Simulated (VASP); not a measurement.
Set up this calculation in VASP 6.6.1, as the native input.

```
Task                   : single point
Functional             : PBEsol
Dispersion             : D3(BJ)
Potentials or basis    : VASP PAW PBE potentials, release 64 (Al)
Cutoff                 : 520 eV
k mesh                 : 18 × 18 × 6
Occupations            : gaussian, width 0.15 eV
Spin                   : no spin polarisation
Dipole correction      : no
Further INCAR settings : ALGO = Fast; EDIFF = 1e-06; NBANDS = 14
```

The structure of Al lies in POSCAR:

```
Al
1.0
    2.6047000000      0.0000000000      0.0000000000
   -1.3023500000      2.2557363693      0.0000000000
    0.0000000000      0.0000000000     10.5157000000
Al
4
Direct
    0.0000000000      0.0000000000      0.0000000000
    0.3333333333      0.6666666667      0.2500000000
    0.0000000000      0.0000000000      0.5000000000
    0.6666666667      0.3333333333      0.7500000000
```

This isn't the form of Al at room conditions, which is fcc.

One way to write it, as run:

INCAR

```
  PREC = Accurate
  ENCUT = 520
  EDIFF = 1E-6
  ISMEAR = 0
  SIGMA = 0.15
  LREAL = F
  LASPH = T
  NELM = 100
  ALGO = Fast
  ISIF = 2
  LWAVE = F
  LCHARG = F
  GGA = PS
  IVDW = 12
  NBANDS = 14
```

KPOINTS

```
Automatic mesh
0
Gamma
  18 18 6
```

Potentials or basis: VASP PAW PBE potentials, release 64 (Al).

Command:

```console
$ cat potpaw_PBE.64/Al/POTCAR > POTCAR
$ mpirun -np 1 vasp_std > vasp.out
```

It gave:

The pressure is 7.0 GPa, the band gap on the k mesh is zero (bands 6 and 7 overlap by 3.29 eV) and the dispersion energy per atom is -0.339 eV.

Caveat: the cell stands under pressure; the PAW data sets were made with another functional, which shifts forces and pressure a little.

Wall time 40 s on 1 thread of Intel(R) Xeon(R) 6975P-C (Granite Rapids), with other jobs on the host, peak memory 0.24 GiB.
